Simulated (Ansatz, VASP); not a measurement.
**Two plane-wave programs on Hg**

```
Hg
1.0
    14.00000    0.00000    0.00000
     0.00000   14.40000    0.00000
     0.00000    0.00000   14.80000
Hg
1
Direct
  0.50000 0.50000 0.50000
```

Alike in both runs: task single point; functional LDA; k mesh 1 × 1 × 1; occupations fermi-dirac, width 0.01 eV; collinear spin.

|  | VASP | Ansatz |
| --- | --- | --- |
| version | VASP 6.6.1 | Ansatz 0.2.0 |
| potentials or method | VASP PAW LDA potentials, release 64 (Hg), cutoff 520 eV | plane waves (420 eV) with PAW, scalar-relativistic |
| valence electrons in the cell | 12 | 20 |

Ansatz gave:

* gap on the k mesh at the Fermi level (eV): 5.94
* net moment per atom (μB): 0.00

**Question.** What did VASP give for the same quantities?

**Answer.** gap on the k mesh at the Fermi level (eV): 5.90; net moment per atom (μB): 0.00.

Ansatz warns that its potentials were made for another functional, while VASP's fit it. LDA's correlation is that of Perdew and Zunger in VASP and of Perdew and Wang (1992) in Ansatz. VASP's potentials hold 12 valence electrons a cell and Ansatz's 20, so a difference there can come from the potentials and not from the codes. Ansatz's warnings: seeded moment not kept.

Spin-orbit coupling is off throughout.
